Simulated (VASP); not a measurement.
Set up this calculation in VASP 6.6.1, as the native input.

* Task: relaxation of cell and atoms
* Functional: PBEsol
* Potentials or basis: VASP PAW PBE potentials, release 64 (Bi_d, Te)
* Cutoff: 600 eV
* k mesh: 7 × 7 × 7
* Occupations: fermi-dirac, width 0.05 eV
* Spin: no spin polarisation
* Target pressure: 5 GPa
* Dipole correction: no
* Further INCAR settings: ALGO = Normal; EDIFF = 1e-06; IBRION = 2; EDIFFG = -0.01; NSW = 80; ISIF = 3

The structure of BiTe lies in POSCAR:

```
BiTe
1.0
    0.0000000000      3.2350000000      3.2350000000
    3.2350000000      0.0000000000      3.2350000000
    3.2350000000      3.2350000000      0.0000000000
Bi Te
1 1
Direct
    0.0000000000      0.0000000000      0.0000000000
    0.5000000000      0.5000000000      0.5000000000
```

These files were run (other wordings do the same):

INCAR

```
ALGO     = Normal         # electronic algorithm
EDIFF    = 1E-6           # SCF threshold, eV
EDIFFG   = -0.01          # ionic threshold
ENCUT    = 600            # plane-wave cutoff, eV
GGA      = PS             # functional
IBRION   = 2              # ionic algorithm
ISIF     = 3              # what is computed and relaxed
ISMEAR   = -1             # smearing method
LASPH    = T              # aspherical terms in the spheres
LCHARG   = F              # write CHGCAR
LREAL    = F              # projectors in reciprocal space
LWAVE    = F              # write WAVECAR
NELM     = 60             # most SCF steps
NSW      = 80             # ionic steps
PREC     = Accurate       # precision mode
PSTRESS  = 50.0         
SIGMA    = 0.05           # smearing width, eV
```

KPOINTS

```
k-points
0
Gamma
  7 7 7
```

Potentials or basis: VASP PAW PBE potentials, release 64 (Bi_d, Te).

Run with:

```console
$ cat potpaw_PBE.64/Bi_d/POTCAR potpaw_PBE.64/Te/POTCAR > POTCAR
$ mpirun -np 1 vasp_std > vasp.out
```

It gave:

```
Relaxed volume                                         : 30.35 Å³/atom
Relaxed cell                                           : a = 4.411 Å, b = 4.411 Å, c = 4.411 Å, α = 60.00°, β = 60.00°, γ = 60.00°
Space group after relaxing (to 0.05 Å)                 : Fm-3m (No. 225)
Energy change on relaxing (the enthalpy is what falls) : +30.4 meV/atom
Ionic steps                                            : 5
Pressure after relaxing                                : 5.0 GPa
```

Caveat: the cell is relaxed towards a set pressure, so the enthalpy falls and the energy may rise; the PAW data sets were made with another functional, which shifts forces and pressure a little.

Run time: 3.1 min on 1 thread of AMD EPYC 7R43 64-Core Processor (Zen 3), with other jobs on the host, peak memory 0.21 GiB.
